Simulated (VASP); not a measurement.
# V (Im-3m) in VASP: a series of runs

Runs on V. Level: PBEsol. Tasks: single point, relaxation of cell and atoms.

All numbers are computed with VASP 6.6.1; they aren't measurements. Logs are shortened: lines on timing, memory, paths and dates and some standing lists are left out, and cuts for length are marked.

## Step 1: The cell of the first run

Symmetry: Im-3m, No. 229, cubic system. The conventional cell has a = 2.959 Å, b = 2.959 Å, c = 2.959 Å, α = 90.00°, β = 90.00°, γ = 90.00°. Within 3.4 Å of V (site symmetry m-3m) lie 14 V at 2.56 to 2.96 Å.

## Step 2: Single point, PBEsol

The input, INCAR:

```
ALGO     = Normal         # electronic algorithm
EDIFF    = 1E-6           # SCF threshold, eV
ENCUT    = 500            # plane-wave cutoff, eV
GGA      = PS             # functional
GGA_COMPAT= F            
ISIF     = 2              # what is computed and relaxed
ISMEAR   = -1             # smearing method
LASPH    = T              # aspherical terms in the spheres
LCHARG   = T              # write CHGCAR
LELF     = T              # ELF
LREAL    = F              # projectors in reciprocal space
LVHAR    = T            
LWAVE    = F              # write WAVECAR
NBANDS   = 12             # bands
NELM     = 120            # most SCF steps
PREC     = Accurate       # precision mode
SIGMA    = 0.05           # smearing width, eV
```

The input, KPOINTS:

```
k-points
0
Gamma
  20 20 20
```

The input, POSCAR:

```
V
1.0
   -1.4795306277      1.4795306277      1.4795306277
    1.4795306277     -1.4795306277      1.4795306277
    1.4795306277      1.4795306277     -1.4795306277
V
1
Direct
    0.0000000000      0.0000000000      0.0000000000
```

Potentials or basis: VASP PAW PBE potentials, release 64 (V_sv).

Launch:

```console
> cat potpaw_PBE.64/V_sv/POTCAR > POTCAR
> mpirun -np 1 vasp_std > vasp.out
```

OUTCAR:

```text
EDIFF = 1E-6
   ENCUT = 500
   GGA = PS
   ISIF = 2
   ISMEAR = -1
   LASPH = T
   LREAL = F
   NELM = 120
   PREC = Accurate

 ion  position               nearest neighbor table
   1  0.000  0.000  0.000-

  LATTYP: Found a body centered cubic cell.
 ALAT       =     2.9590612554

  Lattice vectors:

 A1 = (  -1.4795306277,   1.4795306277,   1.4795306277)
 A2 = (   1.4795306277,  -1.4795306277,   1.4795306277)
 A3 = (   1.4795306277,   1.4795306277,  -1.4795306277)

Analysis of symmetry for initial positions (statically):
=====================================================================
 Subroutine PRICEL returns:
 Original cell was already a primitive cell.

 Routine SETGRP: Setting up the symmetry group for a
 body centered cubic supercell.

 Subroutine GETGRP returns: Found 48 space group operations
 (whereof 48 operations were pure point group operations)
 out of a pool of 48 trial point group operations.

The static configuration has the point symmetry O_h .

Analysis of symmetry for dynamics (positions and initial velocities):
=====================================================================
 Subroutine PRICEL returns:
 Original cell was already a primitive cell.

 Routine SETGRP: Setting up the symmetry group for a
 body centered cubic supercell.

 Subroutine GETGRP returns: Found 48 space group operations
 (whereof 48 operations were pure point group operations)
 out of a pool of 48 trial point group operations.

The dynamic configuration has the point symmetry O_h .

 Subroutine INISYM returns: Found 48 space group operations
 (whereof 48 operations are pure point group operations),
 and found     1 'primitive' translations

----------------------------------------------------------------------------------------

                                     Primitive cell

  volume of cell :      12.9548

  direct lattice vectors                    reciprocal lattice vectors
    -1.479530628  1.479530628  1.479530628     0.000000000  0.337945015  0.337945015
     1.479530628 -1.479530628  1.479530628     0.337945015  0.000000000  0.337945015
     1.479530628  1.479530628 -1.479530628     0.337945015  0.337945015  0.000000000

  length of vectors
     2.562622219  2.562622219  2.562622219     0.477926423  0.477926423  0.477926423

  position of ions in fractional coordinates (direct lattice)
     0.000000000  0.000000000  0.000000000

  ion indices of the primitive-cell ions
[... 80 lines left out ...]
   ISIF   =      2    stress and relaxation
   ISYM   =      2    0-nonsym 1-usesym 2-fastsym
   POTIM  = 0.5000    time-step for ionic-motion
   TEBEG  =    0.0;   TEEND  =   0.0 temperature during run
   PSTRESS=    0.0 pullay stress
   NELECT =      13.0000    total number of electrons
   NUPDOWN=      -1.0000    fix difference up-down
   EMIN   =  10.00;   EMAX   =-10.00  energy-range for DOS
   EFERMI =   0.00;   METHOD = LEGACY
   ISMEAR =    -1;   SIGMA  =   0.05  broadening in eV -4-tet -1-fermi 0-gaus
   EFERMI_NEDOS =   21; number of points for ismear=-14 and -15
   IALGO  =     38    algorithm
   IMIX   =      4    mixing-type and parameters
     AMIX     =   0.40;   BMIX     =  1.00
     AMIX_MAG =   1.60;   BMIX_MAG =  1.00
  volume/ion in A,a.u.               =      12.95        87.42
  Fermi-wavevector in a.u.,A,eV,Ry     =   1.638999  3.097259 36.549566  2.686317
  Thomas-Fermi vector in A             =   2.729878
   LORBIT       =      0    0 simple, 1 ext, 2 COOP (PROOUT), +10 PAW based schemes
   GGA     = PS    functional components
   LHFCALC =     F    Hartree Fock is set to
   AEXX    =    0.0000 exact exchange contribution
   IVDW    =     0    specifies the selected vdW correction
   LEPSILON=     F    determine dielectric tensor
   LRPA    =     F    only Hartree local field effects (RPA)
 non-spin polarized calculation
  energy-cutoff  :      500.00
  volume of cell :       12.95
 maximum number of plane-waves:       370
   NGX =  9   NGY =  9   NGZ =  9

 number of electron      13.0000002 magnetization

 Free energy of the ion-electron system (eV)
  ---------------------------------------------------
  ext. energy  EPLUGINS =         0.00000000
  ---------------------------------------------------
  free energy    TOTEN  =        -9.64184074 eV

  energy without entropy =       -9.62793629  energy(sigma->0) =       -9.63488852

 E-fermi :  10.0523     XC(G=0): -13.2739

 val. band max:       10.0464949828   @ k =   0.3000   0.0000   0.0000
 cond. band min:      10.0610925346   @ k =  -0.3500   0.4500   0.1500
 fundamental gap:      0.0145975518
 Fermi energy:        10.0522536779

 k-point     1 :       0.0000    0.0000    0.0000
  band No.  band energies     occupation
      1     -53.3796      2.00000
      2     -26.7128      2.00000
      3     -26.7128      2.00000
      4     -26.7128      2.00000
      5       3.3743      2.00000
      6      10.4717      0.00045
      7      10.4717      0.00045
      8      10.4717      0.00045
      9      12.5770      0.00000
     10      12.5770      0.00000
     11      30.8461      0.00000
     12      30.8461      0.00000
[... 331 lines left out ...]
 k-point    24 :       0.2500    0.1000    0.0000
  band No.  band energies     occupation
      1     -53.2173      2.00000
      2     -27.4077      2.00000
      3     -26.9348      2.00000
      4     -26.7529      2.00000
      5       6.4364      2.00000
      6       9.3459      2.00000
      7       9.7668      1.99339
      8      12.1857      0.00000
      9      12.8891      0.00000
     10      13.1855      0.00000
     11      25.1733      0.00000
     12      27.5592      0.00000

 [... further k-points ...]

------------------------ aborting loop because EDIFF is reached ----------------------------------------

  FORCE on cell =-STRESS in cart. coord.  units (eV):
  Direction    XX          YY          ZZ          XY          YZ          ZX
  --------------------------------------------------------------------------------------
  -------------------------------------------------------------------------------------
  Total        0.0065143      0.0065143      0.0065143     -0.0000000     -0.0000000      0.0000000
  in kB        0.8056473      0.8056473      0.8056473     -0.0000000     -0.0000000      0.0000000
  external PRESSURE =       0.8056473 kB  Pullay stress =       0.0000000 kB

 VOLUME and BASIS-vectors are now :
 -----------------------------------------------------------------------------
  energy-cutoff  :      500.00
  volume of cell :       12.95
      direct lattice vectors                 reciprocal lattice vectors
    -1.479530628  1.479530628  1.479530628     0.000000000  0.337945015  0.337945015
     1.479530628 -1.479530628  1.479530628     0.337945015  0.000000000  0.337945015
     1.479530628  1.479530628 -1.479530628     0.337945015  0.337945015  0.000000000

 POSITION                                       TOTAL-FORCE (eV/Angst)
 -----------------------------------------------------------------------------------
      0.00000      0.00000      0.00000         0.000000      0.000000      0.000000
 -----------------------------------------------------------------------------------
    total drift:                                0.000000     -0.000000      0.000000

  FREE ENERGIE OF THE ION-ELECTRON SYSTEM (eV)
  ---------------------------------------------------
  free  energy   TOTEN  =        -9.6418407445 eV

  energy  without entropy=       -9.6279362933  energy(sigma->0) =       -9.63488852
```

OSZICAR:

```text
N       E                     dE             d eps       ncg     rms          rms(c)
DAV:   1     0.861954241035E+02    0.86195E+02   -0.68784E+03  6172   0.116E+03
DAV:   2    -0.986576165804E+01   -0.96061E+02   -0.93061E+02  6272   0.324E+02
DAV:   3    -0.111356358495E+02   -0.12699E+01   -0.12670E+01  6840   0.430E+01
DAV:   4    -0.111416963640E+02   -0.60605E-02   -0.60604E-02  6588   0.318E+00
DAV:   5    -0.111417642840E+02   -0.67920E-04   -0.67920E-04  6752   0.319E-01    0.204E+01
DAV:   6    -0.967383991419E+01    0.14679E+01   -0.32480E+00  6400   0.302E+01    0.202E+00
DAV:   7    -0.965141116857E+01    0.22429E-01   -0.29457E-02  6480   0.204E+00    0.110E+00
DAV:   8    -0.964178961228E+01    0.96216E-02   -0.48826E-03  6508   0.106E+00    0.641E-02
DAV:   9    -0.964183421154E+01   -0.44599E-04   -0.14317E-04  6328   0.178E-01    0.452E-02
DAV:  10    -0.964184060927E+01   -0.63977E-05   -0.63271E-06  6660   0.376E-02    0.439E-03
DAV:  11    -0.964184074450E+01   -0.13523E-06   -0.72032E-07  3508   0.144E-02
   1 F= -.96418407E+01 E0= -.96348885E+01  d E =-.139045E-01
```

It took 32 s on 1 thread of Intel Xeon Platinum 8375C at 2.90GHz (Ice Lake), shared host; peak memory 0.15 GiB.

What came out:

```yaml
Free_energy: -9.6418 eV
Pressure: 0.1 GPa
```

Caveat: the PAW data sets were made with another functional, which shifts forces and pressure a little.

## Step 3: Relaxation of cell and atoms, PBEsol

The input, INCAR:

```
ALGO = Normal ; EDIFF = 1E-7
EDIFFG = -0.005 ; ENCUT = 500
GGA = PS ; GGA_COMPAT = False
IBRION = 2 ; ISIF = 3
ISMEAR = -1 ; LASPH = True
LCHARG = False ; LREAL = False
LWAVE = False ; NELM = 120
NELMIN = 4 ; NSW = 60
PREC = Accurate ; SIGMA = 0.05
```

KPOINTS is that of step 2.

The input, POSCAR:

```
V
1.0
   -1.4798794642      1.4798794642      1.4798794642
    1.4798794642     -1.4798794642      1.4798794642
    1.4798794642      1.4798794642     -1.4798794642
V
1
Direct
    0.0000000000      0.0000000000      0.0000000000
```

Potentials or basis: VASP PAW PBE potentials, release 64 (V_sv).

Launch:

```console
> cat potpaw_PBE.64/V_sv/POTCAR > POTCAR
> mpirun -np 1 vasp_std > vasp.out
```

Run time: 26 s. Hardware: 1 thread of Intel Xeon Platinum 8375C at 2.90GHz (Ice Lake), shared host; peak memory 0.15 GiB.

The run converged. Its results:

```yaml
Free_energy: -9.6419 eV
Pressure_after_relaxing: 0.0 GPa
```

Final structure:
```
V
1.0
    -1.47988    1.47988    1.47988
     1.47988   -1.47988    1.47988
     1.47988    1.47988   -1.47988
V
1
Direct
  0.00000 0.00000 0.00000
```

Levels at points of the mesh, in eV from the Fermi level:
| k point | band 5 | band 6 | band 7 | band 8 | band 9 | band 10 |
| --- | --- | --- | --- | --- | --- | --- |
| (0.00, 0.00, 0.00) | -6.68 | 0.42 | 0.42 | 0.42 | 2.52 | 2.52 |
| (0.50, 0.00, 0.00) | -3.32 | -1.21 | 1.79 | 2.54 | 2.91 | 4.35 |
| (0.50, 0.50, 0.50) | -3.19 | -3.19 | 3.93 | 3.93 | 3.93 | 10.54 |

Caveat: the relaxation stopped at its first step, so nothing moved; the PAW data sets were made with another functional, which shifts forces and pressure a little.
